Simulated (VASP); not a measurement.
A run of VASP 6.6.1 is set up as follows.

File INCAR:

```
ALGO = Normal
EDIFF = 1E-7
ENCUT = 520
GGA = CA
ISIF = 2
ISMEAR = -1
LASPH = True
LCHARG = False
LREAL = False
LWAVE = False
NBANDS = 22
NELM = 100
PREC = Accurate
SIGMA = 0.05
```

File KPOINTS:

```
k-points
0
Gamma
  6 6 9
```

The input POSCAR:

```
Hf
1.0
    4.9290243154      0.0000000000      0.0000000000
   -2.4645121577      4.2686602729      0.0000000000
    0.0000000000      0.0000000000      3.0655186578
Hf
3
Direct
    0.0000000000      0.0000000000      0.0000000000
    0.3333333333      0.6666666667      0.5000000000
    0.6666666667      0.3333333333      0.5000000000
```

Potentials or basis: VASP PAW LDA potentials, release 64 (Hf_pv).

Run with:

```sh
$ cat potpaw_LDA.64/Hf_pv/POTCAR > POTCAR
$ mpirun -np 1 vasp_std > vasp.out
```

(1) Predict the band gap on the k mesh.

(2) What does it give for the pressure?

Answers

(1) zero (band 15 reaches 5.13 eV, above the bottom of band 16 at 4.33 eV).

(2) -4.6 GPa.

Caveat: spin-orbit coupling is left out, which moves the levels of the heavy elements.
